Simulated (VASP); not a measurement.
# Re (I4/mmm) in VASP: a series of runs

Re is run at these levels: PBE; tasks: single point.

Program: VASP 6.6.1. These are calculated values, not measurements. Logs are shortened: lines on timing, memory, paths and dates and some standing lists are left out, and cuts for length are marked.

**1. The cell of the first run**

It takes space group I4/mmm (No. 139, tetragonal). Conventional cell: a = 3.001 Å, b = 3.001 Å, c = 3.280 Å, α = 90.00°, β = 90.00°, γ = 90.00°. Re (site symmetry 4/mmm) has 14 Re at 2.68 to 3.28 Å within 3.5 Å.

**2. Single point, PBE (14.77 Å³/atom)**

The input, INCAR:

```
SYSTEM = Re
ALGO = Normal
EDIFF = 1E-6
ENCUT = 560
GGA = PE
GGA_COMPAT = .FALSE.
ISIF = 2
ISMEAR = 0
LASPH = .TRUE.
LCHARG = .FALSE.
LREAL = .FALSE.
LWAVE = .FALSE.
NBANDS = 14
NELM = 120
PREC = Accurate
SIGMA = 0.15
```

The input, KPOINTS:

```
k-points
0
G
  10 10 10
  0 0 0
```

The input, POSCAR:

```
Re
1.0
    0.0000000000      2.1217502488      1.6401129423
    2.1217502488      0.0000000000      1.6401129423
    2.1217502488      2.1217502488      0.0000000000
Re
1
Direct
    0.0000000000      0.0000000000      0.0000000000
```

Potentials or basis: VASP PAW PBE potentials, release 64 (Re_sv_GW).

On the command line:

```
$ cat potpaw_PBE.64/Re_sv_GW/POTCAR > POTCAR
$ mpirun -np 1 vasp_std > vasp.out
```

OUTCAR:

```text
SYSTEM = Re
   EDIFF = 1E-6
   ENCUT = 560
   GGA = PE
   ISIF = 2
   ISMEAR = 0
   LASPH = .TRUE.
   LREAL = .FALSE.
   NELM = 120
   PREC = Accurate

 ion  position               nearest neighbor table
   1  0.000  0.000  0.000-

  LATTYP: Found a body centered tetragonal cell.
 ALAT       =     3.0006079778
 C/A-ratio  =     1.0931870837

  Lattice vectors:

 A1 = (   0.0000000000,  -2.1217502488,  -1.6401129423)
 A2 = (   0.0000000000,   2.1217502488,  -1.6401129423)
 A3 = (   2.1217502488,   0.0000000000,   1.6401129423)

Analysis of symmetry for initial positions (statically):
=====================================================================
 Subroutine PRICEL returns:
 Original cell was already a primitive cell.

 Routine SETGRP: Setting up the symmetry group for a
 body centered tetragonal supercell.

 Subroutine GETGRP returns: Found 16 space group operations
 (whereof 16 operations were pure point group operations)
 out of a pool of 16 trial point group operations.

The static configuration has the point symmetry D_4h.

Analysis of symmetry for dynamics (positions and initial velocities):
=====================================================================
 Subroutine PRICEL returns:
 Original cell was already a primitive cell.

 Routine SETGRP: Setting up the symmetry group for a
 body centered tetragonal supercell.

 Subroutine GETGRP returns: Found 16 space group operations
 (whereof 16 operations were pure point group operations)
 out of a pool of 16 trial point group operations.

The dynamic configuration has the point symmetry D_4h.

 Subroutine INISYM returns: Found 16 space group operations
 (whereof 16 operations are pure point group operations),
 and found     1 'primitive' translations

----------------------------------------------------------------------------------------

                                     Primitive cell

  volume of cell :      14.7670

  direct lattice vectors                    reciprocal lattice vectors
     0.000000000  2.121750249  1.640112942    -0.235654503  0.235654503  0.304857054
     2.121750249  0.000000000  1.640112942     0.235654503 -0.235654503  0.304857054
     2.121750249  2.121750249  0.000000000     0.235654503  0.235654503 -0.304857054

  length of vectors
     2.681752148  2.681752148  3.000607978     0.451667923  0.451667923  0.451667923

  position of ions in fractional coordinates (direct lattice)
     0.000000000  0.000000000  0.000000000

  ion indices of the primitive-cell ions
   primitive index   ion index
                 1           1

----------------------------------------------------------------------------------------

 KPOINTS: k-points

Automatic generation of k-mesh.
 Grid dimensions read from file:
 generate k-points for:   10   10   10

 Generating k-lattice:

  Cartesian coordinates                     Fractional coordinates (reciprocal lattice)
    -0.023565450  0.023565450  0.030485705     0.100000000 -0.000000000  0.000000000
     0.023565450 -0.023565450  0.030485705    -0.000000000  0.100000000  0.000000000
     0.023565450  0.023565450 -0.030485705     0.000000000  0.000000000  0.100000000

  Length of vectors
     0.045166792  0.045166792  0.045166792

  Shift w.r.t. Gamma in fractional coordinates (k-lattice)
     0.000000000  0.000000000  0.000000000

 Subroutine IBZKPT returns following result:
 ===========================================

 Found    102 irreducible k-points:

 Following reciprocal coordinates:
            Coordinates               Weight
  0.000000  0.000000  0.000000      1.000000
  0.100000  0.000000  0.000000      8.000000
  0.200000  0.000000  0.000000      8.000000
  0.300000  0.000000  0.000000      8.000000
  0.400000  0.000000  0.000000      8.000000
  0.500000  0.000000  0.000000      4.000000
[... 16 lines left out ...]
  0.300000  0.300000  0.000000      2.000000
  0.400000  0.300000  0.000000      8.000000
 [... further k-points ...]
   k-points           NKPTS =    102   k-points in BZ     NKDIM =    102   number of bands    NBANDS=     14
   number of dos      NEDOS =    301   number of ions     NIONS =      1
   total plane-waves  NPLWV =  13824
   dimension x,y,z NGX =    24 NGY =   24 NGZ =   24
   dimension x,y,z NGXF=    48 NGYF=   48 NGZF=   48
   ions per type =               1
   NGX,Y,Z   is equivalent  to a cutoff of  14.88, 14.88, 13.30 a.u.
   NGXF,Y,Z  is equivalent  to a cutoff of  29.76, 29.76, 26.59 a.u.
 SYSTEM =  Re
   PREC   = accura    normal or accurate (medium, high low for compatibility)
   ISTART =      0    job   : 0-new  1-cont  2-samecut
   ICHARG =      2    charge: 1-file 2-atom 10-const
   ISPIN  =      1    spin polarized calculation?
   LNONCOLLINEAR =      F non collinear calculations
   LSORBIT =      F    spin-orbit coupling
   LASPH  =      T    aspherical Exc in radial PAW
   ENCUT  =  560.0 eV  41.16 Ry    6.42 a.u.   5.17  5.17  5.79*2*pi/ulx,y,z
   NELM   =    120;   NELMIN=  2; NELMDL= -5     # of ELM steps
   EDIFF  = 0.1E-05   stopping-criterion for ELM
   LREAL  =      F    real-space projection
   EDIFFG = 0.1E-04   stopping-criterion for IOM
   NSW    =      0    number of steps for IOM
   IBRION =     -1    ionic relax: 0-MD 1-quasi-New 2-CG
   NFREE  =      0    steps in history (QN), initial steepest desc. (CG)
   ISIF   =      2    stress and relaxation
   ISYM   =      2    0-nonsym 1-usesym 2-fastsym
   POTIM  = 0.5000    time-step for ionic-motion
   TEBEG  =    0.0;   TEEND  =   0.0 temperature during run
   PSTRESS=    0.0 pullay stress
   NELECT =      15.0000    total number of electrons
   NUPDOWN=      -1.0000    fix difference up-down
   EMIN   =  10.00;   EMAX   =-10.00  energy-range for DOS
   EFERMI =   0.00;   METHOD = LEGACY
   ISMEAR =     0;   SIGMA  =   0.15  broadening in eV -4-tet -1-fermi 0-gaus
   EFERMI_NEDOS =   21; number of points for ismear=-14 and -15
   IALGO  =     38    algorithm
   IMIX   =      4    mixing-type and parameters
     AMIX     =   0.40;   BMIX     =  1.00
     AMIX_MAG =   1.60;   BMIX_MAG =  1.00
  volume/ion in A,a.u.               =      14.77        99.65
  Fermi-wavevector in a.u.,A,eV,Ry     =   1.645664  3.109854 36.847432  2.708210
  Thomas-Fermi vector in A             =   2.735423
   LORBIT       =      0    0 simple, 1 ext, 2 COOP (PROOUT), +10 PAW based schemes
   GGA     = PE    functional components
   LHFCALC =     F    Hartree Fock is set to
   AEXX    =    0.0000 exact exchange contribution
   IVDW    =     0    specifies the selected vdW correction
   LEPSILON=     F    determine dielectric tensor
   LRPA    =     F    only Hartree local field effects (RPA)
 non-spin polarized calculation
 Gauss-broadening in eV      SIGMA  =   0.15
  energy-cutoff  :      560.00
  volume of cell :       14.77
 maximum number of plane-waves:       458
 NGX is ok and might be reduce to    24
   NGX = 11   NGY = 11   NGZ = 11

 number of electron      14.9999998 magnetization

 Free energy of the ion-electron system (eV)
  ---------------------------------------------------
  ext. energy  EPLUGINS =         0.00000000
  ---------------------------------------------------
  free energy    TOTEN  =       -13.74858115 eV

  energy without entropy =      -13.73372530  energy(sigma->0) =      -13.74115322

 E-fermi :  13.7300     XC(G=0): -14.2057

 val. band max:       13.7180197859   @ k =  -0.3000   0.3000   0.2000
 cond. band min:      13.7312335476   @ k =  -0.4000   0.0000   0.1000
 fundamental gap:      0.0132137617
 Fermi energy:        13.7299994809

 k-point     1 :       0.0000    0.0000    0.0000
  band No.  band energies     occupation
      1     -66.9262      2.00000
      2     -28.1838      2.00000
      3     -28.1155      2.00000
      4     -28.1155      2.00000
      5       3.1584      2.00000
      6      10.9302      2.00000
      7      10.9302      2.00000
      8      12.0325      2.00000
      9      13.9103      0.08924
     10      15.2718      0.00000
     11      27.5159      0.00000
     12      29.1976      0.00000
     13      29.1976      0.00000
     14      39.5766      0.00000

 k-point     2 :       0.1000    0.0000    0.0000
  band No.  band energies     occupation
      1     -66.9146      2.00000
      2     -28.2804      2.00000
      3     -28.1506      2.00000
      4     -28.1427      2.00000
      5       3.6327      2.00000
      6      10.8953      2.00000
      7      10.9829      2.00000
      8      12.1771      2.00000
      9      13.6986      1.23275
     10      15.1096      0.00000
     11      28.2568      0.00000
     12      29.6718      0.00000
     13      29.9786      0.00000
     14      36.4218      0.00000

 k-point     3 :       0.2000    0.0000    0.0000
  band No.  band energies     occupation
      1     -66.8842      2.00000
      2     -28.5892      2.00000
      3     -28.2414      2.00000
      4     -28.1488      2.00000
      5       4.8575      2.00000
      6      10.6111      2.00000
      7      10.6972      2.00000
      8      13.2404      2.00000
      9      13.5191      1.95328
     10      14.9355      0.00000
     11      28.6616      0.00000
     12      30.3233      0.00000
     13      32.1462      0.00000
     14      35.6304      0.00000
[... 324 lines left out ...]
 k-point    23 :       0.3000    0.3000    0.0000
  band No.  band energies     occupation
      1     -66.7838      2.00000
      2     -28.9371      2.00000
      3     -28.6202      2.00000
      4     -28.6202      2.00000
      5       7.8106      2.00000
      6       8.6873      2.00000
      7      13.3168      1.99990
      8      13.3168      1.99990
      9      14.9916      0.00000
     10      15.0450      0.00000
     11      29.6340      0.00000
     12      30.4364      0.00000
     13      30.4364      0.00000
     14      35.0965      0.00000

 k-point    24 :       0.4000    0.3000    0.0000
  band No.  band energies     occupation
      1     -66.7570      2.00000
      2     -29.0903      2.00000
      3     -28.7144      2.00000
      4     -28.6780      2.00000
      5       7.7838      2.00000
      6       8.1231      2.00000
      7      13.5285      1.94258
      8      13.5667      1.87646
      9      16.6750      0.00000
     10      17.1686      0.00000
     11      26.5479      0.00000
     12      27.9502      0.00000
     13      31.6639      0.00000
     14      35.6820      0.00000

 [... further k-points ...]

------------------------ aborting loop because EDIFF is reached ----------------------------------------

  FORCE on cell =-STRESS in cart. coord.  units (eV):
  Direction    XX          YY          ZZ          XY          YZ          ZX
  --------------------------------------------------------------------------------------
  -------------------------------------------------------------------------------------
  Total        0.5849959      0.5849959      0.8066247      0.0000000      0.0000000      0.0000000
  in kB       63.4703814     63.4703814     87.5164716      0.0000000      0.0000000      0.0000000
  external PRESSURE =      71.4857448 kB  Pullay stress =       0.0000000 kB

 VOLUME and BASIS-vectors are now :
 -----------------------------------------------------------------------------
  energy-cutoff  :      560.00
  volume of cell :       14.77
      direct lattice vectors                 reciprocal lattice vectors
     0.000000000  2.121750249  1.640112942    -0.235654503  0.235654503  0.304857054
     2.121750249  0.000000000  1.640112942     0.235654503 -0.235654503  0.304857054
     2.121750249  2.121750249  0.000000000     0.235654503  0.235654503 -0.304857054

 POSITION                                       TOTAL-FORCE (eV/Angst)
 -----------------------------------------------------------------------------------
      0.00000      0.00000      0.00000         0.000000      0.000000      0.000000
 -----------------------------------------------------------------------------------
    total drift:                                0.000000      0.000000      0.000000

  FREE ENERGIE OF THE ION-ELECTRON SYSTEM (eV)
  ---------------------------------------------------
  free  energy   TOTEN  =       -13.7485811485 eV

  energy  without entropy=      -13.7337252959  energy(sigma->0) =      -13.74115322
```

Wall time 9.2 s (1 thread of Intel Xeon 6975P-C (Granite Rapids), shared host); peak memory 0.16 GiB.

What came out:

| Property | Result |
| --- | --- |
| Free energy | -13.7486 eV |
| Pressure | 7.1 GPa |
| Band gap on the k mesh | zero (an odd number of electrons rules out a gap without spin polarisation) |

Stress tensor (GPa, compression positive):
```
6.35 0.00 0.00
0.00 6.35 0.00
0.00 0.00 8.75
```

Levels at points of the mesh, in eV from the Fermi level:
```csv
k point,band 4,band 5,band 6,band 7,band 8,band 9,band 10,band 11
"(0.00, 0.00, 0.00)",-41.85,-10.57,-2.80,-2.80,-1.70,0.18,1.54,13.79
"(0.50, 0.00, 0.00)",-41.88,-7.32,-4.33,-0.06,-0.06,1.96,4.52,9.96
"(0.50, 0.50, 0.00)",-42.62,-7.07,-6.79,3.55,3.89,3.89,6.39,8.89
"(0.50, 0.00, 0.50)",-41.92,-7.33,-5.49,0.66,1.82,2.31,4.83,10.78
```

Caveat: the cell stands under pressure; spin-orbit coupling is left out, which moves the levels of the heavy elements.

**3. Single point, PBE (15.97 Å³/atom)**

This run uses another cell than the first one, of 15.97 Å³/atom.

The input, INCAR:

```
PREC     = Accurate       # precision mode
ENCUT    = 560            # plane-wave cutoff, eV
EDIFF    = 1E-6           # SCF threshold, eV
ISMEAR   = 0              # smearing method
SIGMA    = 0.15           # smearing width, eV
LREAL    = False          # projectors in reciprocal space
LASPH    = True           # aspherical terms in the spheres
NELM     = 120            # most SCF steps
ALGO     = Normal         # electronic algorithm
ISIF     = 2              # what is computed and relaxed
LWAVE    = False          # write WAVECAR
LCHARG   = True           # write CHGCAR
GGA      = PE             # functional
LELF     = True           # ELF
LVHAR    = True         
NBANDS   = 14             # bands
GGA_COMPAT= False
```

The input, KPOINTS:

```
regular mesh
0
Gamma
  10 10 10
```

The input, POSCAR:

```
Re
1.0
    0.0000000000      2.1777328982      1.6833875303
    2.1777328982      0.0000000000      1.6833875303
    2.1777328982      2.1777328982      0.0000000000
Re
1
Direct
    0.0000000000      0.0000000000      0.0000000000
```

Potentials or basis: VASP PAW PBE potentials, release 64 (Re_sv_GW).

On the command line:

```
$ cat potpaw_PBE.64/Re_sv_GW/POTCAR > POTCAR
$ mpirun -np 1 vasp_std > vasp.out
```

OUTCAR:

```text
PREC = Accurate
   ENCUT = 560
   EDIFF = 1E-6
   ISMEAR = 0
   LREAL = False
   LASPH = True
   NELM = 120
   ISIF = 2
   GGA = PE

 ion  position               nearest neighbor table
   1  0.000  0.000  0.000-

  LATTYP: Found a body centered tetragonal cell.
 ALAT       =     3.0797793999
 C/A-ratio  =     1.0931870837

  Lattice vectors:

 A1 = (   0.0000000000,  -2.1777328982,  -1.6833875303)
 A2 = (   0.0000000000,   2.1777328982,  -1.6833875303)
[... 588 lines left out ...]
     14      33.0250      0.00000

 [... further k-points ...]

------------------------ aborting loop because EDIFF is reached ----------------------------------------

  FORCE on cell =-STRESS in cart. coord.  units (eV):
  Direction    XX          YY          ZZ          XY          YZ          ZX
  --------------------------------------------------------------------------------------
  -------------------------------------------------------------------------------------
  Total       -1.9600119     -1.9600119     -1.6285683      0.0000000     -0.0000000      0.0000000
  in kB     -196.6735561   -196.6735561   -163.4154906      0.0000000     -0.0000000      0.0000000
  external PRESSURE =    -185.5875343 kB  Pullay stress =       0.0000000 kB

 VOLUME and BASIS-vectors are now :
 -----------------------------------------------------------------------------
  energy-cutoff  :      560.00
  volume of cell :       15.97
      direct lattice vectors                 reciprocal lattice vectors
     0.000000000  2.177732898  1.683387530    -0.229596568  0.229596568  0.297020140
     2.177732898  0.000000000  1.683387530     0.229596568 -0.229596568  0.297020140
     2.177732898  2.177732898  0.000000000     0.229596568  0.229596568 -0.297020140

 POSITION                                       TOTAL-FORCE (eV/Angst)
 -----------------------------------------------------------------------------------
      0.00000      0.00000      0.00000        -0.000000     -0.000000      0.000000
 -----------------------------------------------------------------------------------
    total drift:                               -0.000000     -0.000000     -0.000000

  FREE ENERGIE OF THE ION-ELECTRON SYSTEM (eV)
  ---------------------------------------------------
  free  energy   TOTEN  =       -13.7092186056 eV

  energy  without entropy=      -13.6928672082  energy(sigma->0) =      -13.70104291
```

OSZICAR:

```text
N       E                     dE             d eps       ncg     rms          rms(c)
DAV:   1     0.859710279956E+02    0.85971E+02   -0.99394E+03  2918   0.115E+03
DAV:   2    -0.130526229421E+02   -0.99024E+02   -0.93820E+02  3690   0.310E+02
DAV:   3    -0.148977543776E+02   -0.18451E+01   -0.18356E+01  3180   0.386E+01
DAV:   4    -0.149016084963E+02   -0.38541E-02   -0.38540E-02  3474   0.231E+00
DAV:   5    -0.149016234588E+02   -0.14963E-04   -0.14962E-04  3198   0.123E-01    0.992E+01
DAV:   6    -0.138734169683E+02    0.10282E+01   -0.10335E+00  2958   0.995E+00    0.571E+01
DAV:   7    -0.137425037225E+02    0.13091E+00   -0.70649E-01  3186   0.786E+00    0.153E+01
DAV:   8    -0.137095425225E+02    0.32961E-01   -0.10204E-01  2928   0.315E+00    0.899E-01
DAV:   9    -0.137091939289E+02    0.34859E-03   -0.33108E-03  3222   0.748E-01    0.113E+00
DAV:  10    -0.137092152683E+02   -0.21339E-04   -0.29400E-05  3444   0.594E-02    0.538E-01
DAV:  11    -0.137092192916E+02   -0.40233E-05   -0.28968E-06  3078   0.186E-02    0.161E-01
DAV:  12    -0.137092186056E+02    0.68600E-06   -0.91367E-07  1740   0.988E-03
   1 F= -.13709219E+02 E0= -.13701043E+02  d E =-.163514E-01
```

stdout:

```text
POSCAR found type information on POSCAR Re
 POSCAR found :  1 types and       1 ions
 scaLAPACK will be used
 LDA part: xc-table for (Slater+PW92), standard interpolation
 POSCAR, INCAR and KPOINTS ok, starting setup
 FFT: planning ... GRIDC
 FFT: planning ... GRID_SOFT
 FFT: planning ... GRID
 WAVECAR not read
 entering main loop
```

Run time: 13 s. Hardware: 1 thread of AMD EPYC 9R45 (Zen 5), shared host; peak memory 0.13 GiB.

What came out:

```yaml
Free_energy: -13.7092 eV
Pressure: -18.6 GPa
Band_gap_on_the_k_mesh: zero (an odd number of electrons rules out a gap without spin polarisation)
```

Stress tensor (GPa, compression positive):
```
-19.67   0.00   0.00
  0.00 -19.67   0.00
  0.00   0.00 -16.34
```

Levels at points of the mesh, in eV from the Fermi level:
```
           k point  band 6  band 7  band 8  band 9  band 10  band 11
(0.00, 0.00, 0.00)   -2.53   -2.53   -1.54    0.18     1.38    13.76
(0.50, 0.00, 0.00)   -3.90   -0.16   -0.06    1.72     3.98     8.85
(0.50, 0.50, 0.00)   -6.09    3.14    3.44    3.44     5.93     8.37
(0.50, 0.00, 0.50)   -4.94    0.50    1.59    2.03     4.25     9.60
```

Caveat: the cell stands under tension; spin-orbit coupling is left out, which moves the levels of the heavy elements.
